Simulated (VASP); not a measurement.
## Ti4CN4O: single point with PBEsol

The system is Ti4CN4O, a slab with vacuum.

```
CELL_PARAMETERS angstrom
2.97263 0.00000 0.00000
-1.48632 2.57437 0.00000
0.00000 0.00000 28.64500
ATOMIC_POSITIONS crystal
N 0.33333 0.66667 0.29674
N 0.00000 0.00000 0.38147
N 0.66667 0.33333 0.46588
N 0.33333 0.66667 0.55236
Ti 0.66667 0.33333 0.33910
Ti 0.33333 0.66667 0.42383
Ti 0.00000 0.00000 0.50860
Ti 0.66667 0.33333 0.58976
C 0.66667 0.33333 0.66147
O 0.66667 0.33333 0.70159
```

| Quantity | Value |
| --- | --- |
| Program | VASP 6.6.1 |
| Task | single point |
| Functional | PBEsol |
| Potentials or basis | VASP PAW PBE potentials, release 64 (N, Ti_sv, C, O) |
| Cutoff | 520 eV |
| k mesh | 12 × 12 × 1 |
| Occupations | gaussian, width 0.1 eV |
| Spin | no spin polarisation |
| Dipole correction | yes |
| Further INCAR settings | ALGO = Normal; EDIFF = 1e-06; NBANDS = 50 |

The largest force is 5.927 eV/Å. The band gap on the k mesh is zero (bands 39 and 40 overlap by 0.05 eV).

Forces on the atoms (eV/Å):
```
N    0.000  0.000  4.497
N    0.000  0.000  1.338
N    0.000  0.000  0.010
N    0.000  0.000 -0.015
Ti   0.000  0.000 -5.927
Ti   0.000  0.000  0.043
Ti   0.000  0.000  0.001
Ti   0.000  0.000  0.060
C    0.000  0.000 -0.932
O    0.000  0.000  0.927
```

Levels at points of the mesh, in eV from the Fermi level:
| k point | band 35 | band 36 | band 37 | band 38 | band 39 | band 40 | band 41 | band 42 | band 43 | band 44 |
| --- | --- | --- | --- | --- | --- | --- | --- | --- | --- | --- |
| (0.00, 0.00, 0.00) | -1.29 | -0.51 | -0.51 | -0.05 | -0.05 | 0.00 | 0.65 | 0.65 | 1.03 | 1.55 |
| (0.50, 0.00, 0.00) | -2.91 | -2.04 | -1.16 | -0.77 | -0.47 | -0.03 | 1.45 | 1.89 | 2.02 | 2.08 |

It took 16 min on 1 thread of Intel Xeon 8259CL (shared host), peak memory 0.47 GiB.

Caveat: the PAW data sets were made with another functional, which shifts forces and pressure a little.
